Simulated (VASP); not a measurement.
A run of VASP 6.6.1 is set up as follows.

File INCAR:

```
  ALGO = Fast
  EDIFF = 1E-6
  ENCUT = 520
  GGA = PE
  ISIF = 2
  ISMEAR = 0
  LASPH = T
  LCHARG = F
  LREAL = F
  LWAVE = F
  NBANDS = 23
  NELM = 80
  PREC = Accurate
  SIGMA = 0.1
```

The input KPOINTS:

```
k-points
0
Gamma
  6 6 6
```

The input POSCAR:

```
ZnPt2
1.0
    0.0000000000      2.7925546437      2.7925546437
    2.7925546437      0.0000000000      2.7925546437
    2.7925546437      2.7925546437      0.0000000000
Zn Pt
1 2
Direct
    0.0000000000      0.0000000000      0.0000000000
    0.2500000000      0.2500000000      0.2500000000
    0.7500000000      0.7500000000      0.7500000000
```

Potentials or basis: VASP PAW PBE potentials, release 64 (Zn, Pt).

Command:

```console
$ cat potpaw_PBE.64/Zn/POTCAR potpaw_PBE.64/Pt/POTCAR > POTCAR
$ mpirun -np 1 vasp_std > vasp.out
```

**Question.** Predict the band gap on the k mesh.

**Answer.** Zero (band 16 reaches 9.08 eV, above the bottom of band 17 at 7.34 eV).

**Question.** Predict the pressure.

**Answer.** 34.3 GPa.

Caveat: spin-orbit coupling is left out, which moves the levels of the heavy elements.
